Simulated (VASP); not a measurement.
Wanted: the native input for a VASP 6.6.1 run.

| Item | Value |
| --- | --- |
| Task | single point |
| Functional | PBE |
| Potentials or basis | VASP PAW PBE potentials, release 64 (Li_sv, Sb, O) |
| Cutoff | 520 eV |
| k mesh | 3 × 3 × 3 |
| Occupations | fermi-dirac, width 0.05 eV |
| Spin | no spin polarisation |
| Dipole correction | no |
| Further INCAR settings | ALGO = Normal; EDIFF = 1e-06; NBANDS = 31 |

The structure of Li3SbO lies in POSCAR:

```
Li3SbO
1.0
    5.1196900000      0.4470930000     -0.2076480000
    0.0463890000      5.1958490000      0.1815280000
   -0.0111640000     -0.1892610000      5.1160670000
Li Sb O
6 2 2
Direct
    0.7827354714      0.2537813337      0.7355453002
    0.7176640637      0.6939084007      0.8336839028
    0.1696158223     -0.0686649261      0.5422905902
    0.5805677091      0.3956029774      0.2340846409
    0.7091387776     -0.1498899797      0.3028002716
   -0.0040030629      0.5661035161      0.3936344330
    0.2677774371      0.3743663680      0.8322239469
    0.3065527573      0.8833114222      0.0891275097
    0.8500420357      0.4439884902      0.1274536057
   -0.2289834810     -0.0507340587      0.6061501326
```

These files were run (other wordings do the same):

INCAR

```
PREC     = Accurate       # precision mode
ENCUT    = 520            # plane-wave cutoff, eV
EDIFF    = 1E-6           # SCF threshold, eV
ISMEAR   = -1             # smearing method
SIGMA    = 0.05           # smearing width, eV
LREAL    = False          # projectors in reciprocal space
LASPH    = True           # aspherical terms in the spheres
NELM     = 80             # most SCF steps
ALGO     = Normal         # electronic algorithm
ISIF     = 2              # what is computed and relaxed
LWAVE    = False          # write WAVECAR
LCHARG   = True           # write CHGCAR
GGA      = PE             # functional
LELF     = True           # ELF
LVHAR    = True         
NBANDS   = 31             # bands
```

KPOINTS

```
Automatic mesh
0
Gamma
  3 3 3
```

Potentials or basis: VASP PAW PBE potentials, release 64 (Li_sv, Sb, O).

Run with:

```console
$ cat potpaw_PBE.64/Li_sv/POTCAR potpaw_PBE.64/Sb/POTCAR potpaw_PBE.64/O/POTCAR > POTCAR
$ mpirun -np 1 vasp_std > vasp.out
```

It gave:

```json
{
 "Largest force": "2.776 eV/Å",
 "Band gap on the k mesh": "zero (bands 20 and 21 overlap by 0.01 eV)"
}
```

Caveat: the k points lie up to 0.41 Å⁻¹ apart; spin-orbit coupling is left out, which moves the levels of the heavy elements.

Wall time 2.1 min on 1 thread of Intel Xeon 8259CL, on a shared host, peak memory 0.26 GiB.
